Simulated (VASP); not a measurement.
Set up this calculation in VASP 6.6.1, as the native input.

```yaml
Task: single point
Functional: PBEsol
Potentials_or_basis: VASP PAW PBE potentials, release 64 (Ta_pv, Si)
Cutoff: 520 eV
k_mesh: 7 × 7 × 4
Occupations: fermi-dirac, width 0.05 eV
Spin: no spin polarisation
Dipole_correction: no
Further_INCAR_settings: ALGO = Normal; EDIFF = 1e-07; NBANDS = 38
```

The structure of TaSi2 lies in POSCAR:

```
TaSi2
1.0
    4.7564999246      0.0000000000      0.0000000000
   -2.3782499623      4.1192497678      0.0000000000
    0.0000000000      0.0000000000      6.5649169341
Ta Si
3 6
Direct
    0.0000000000      0.5000000000      0.3333333333
    0.5000000000      0.5000000000      0.6666666667
    0.5000000000      0.0000000000      0.0000000000
    0.3191322856      0.1595661428      0.3333333333
    0.1595661428      0.8404338572      0.6666666667
    0.8404338572      0.6808677144      0.0000000000
    0.6808677144      0.8404338572      0.3333333333
    0.8404338572      0.1595661428      0.6666666667
    0.1595661428      0.3191322856      0.0000000000
```

The input as run:

INCAR

```
SYSTEM = TaSi2
PREC = Accurate
ENCUT = 520
EDIFF = 1E-7
ISMEAR = -1
SIGMA = 0.05
LREAL = .FALSE.
LASPH = .TRUE.
NELM = 60
ALGO = Normal
ISIF = 2
LWAVE = .FALSE.
LCHARG = .TRUE.
GGA = PS
LELF = .TRUE.
LVHAR = .TRUE.
NBANDS = 38
```

KPOINTS

```
Automatic mesh
0
G
  7 7 4
  0 0 0
```

Potentials or basis: VASP PAW PBE potentials, release 64 (Ta_pv, Si).

Run with:

```sh
$ cat potpaw_PBE.64/Ta_pv/POTCAR potpaw_PBE.64/Si/POTCAR > POTCAR
$ mpirun -np 1 vasp_std > vasp.out
```

Results of the run:

```json
{"Pressure": "0.3 GPa", "Band gap on the k mesh": "zero (an odd number of electrons rules out a gap without spin polarisation)"}
```

Caveat: the PAW data sets were made with another functional, which shifts forces and pressure a little; spin-orbit coupling is left out, which moves the levels of the heavy elements.

Run time: 4.3 min on 1 thread of Intel Xeon 8259CL, with other jobs on the host, peak memory 0.29 GiB.
